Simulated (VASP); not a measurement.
Wanted: the native input for a VASP 6.6.1 run.

* Task: single point
* Functional: PBE
* Potentials or basis: VASP PAW PBE potentials, release 64 (Cd)
* Cutoff: 520 eV
* k mesh: 18 × 18 × 18
* Occupations: gaussian, width 0.15 eV
* Spin: no spin polarisation
* Dipole correction: no
* Further INCAR settings: ALGO = Fast; EDIFF = 1e-06; NBANDS = 12

The structure of Cd lies in POSCAR:

```
Cd
1.0
    0.0000000000      2.1966773964      2.5635225215
    2.1966773964      0.0000000000      2.5635225215
    2.1966773964      2.1966773964      0.0000000000
Cd
1
Direct
    0.0000000000      0.0000000000      0.0000000000
```

This cell differs from its parent crystal: volume 24.740 Å^3 an atom, c/a of the conventional cell 1.1670.

The input as run:

INCAR

```
  PREC = Accurate
  ENCUT = 520
  EDIFF = 1E-6
  ISMEAR = 0
  SIGMA = 0.15
  LREAL = False
  LASPH = True
  NELM = 80
  ALGO = Fast
  ISIF = 2
  LWAVE = False
  LCHARG = False
  GGA = PE
  NBANDS = 12
```

KPOINTS

```
regular mesh
0
Gamma
  18 18 18
```

Potentials or basis: VASP PAW PBE potentials, release 64 (Cd).

Launch:

```sh
$ cat potpaw_PBE.64/Cd/POTCAR > POTCAR
$ mpirun -np 1 vasp_std > vasp.out
```

Results of the run:

The pressure is -1.5 GPa. The band gap on the k mesh is zero (band 6 reaches 3.76 eV, above the bottom of band 7 at 0.58 eV).

It took 47 s on 1 thread of Intel(R) Xeon(R) 6975P-C (Granite Rapids), on a shared host, peak memory 0.25 GiB.
